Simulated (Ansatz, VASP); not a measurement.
## One calculation of Si, two programs

```xyz
2
Lattice="0.0000 2.7169 2.7169 2.7169 0.0000 2.7169 2.7169 2.7169 0.0000" Properties=species:S:1:pos:R:3 pbc="T T T"
Si    4.0754    4.0754    4.0754
Si    2.7169    2.7169    2.7169
```

Alike in both runs: task single point; functional PBEsol; k mesh 8 × 8 × 8; occupations gaussian, width 0.02 eV; no spin polarisation.

|  | VASP | Ansatz |
| --- | --- | --- |
| version | VASP 6.6.1 | Ansatz 0.2.0 |
| potentials or method | VASP PAW PBE potentials, release 64 (Si), cutoff 500 eV | scalar-relativistic, plane waves, PAW |
| valence electrons in the cell | 8 | 8 |

Ansatz gave:

```
gap on the k mesh at the Fermi level (eV) : 0.51
pressure (GPa)                            : 0.0
```

Question: What did VASP give for the same quantities?

Answer: gap on the k mesh at the Fermi level (eV): 0.51; pressure (GPa): 0.1.

VASP's potentials were made for PBE, not for PBEsol. With one functional, cell and mesh, what is left measures potentials, basis and numerics.
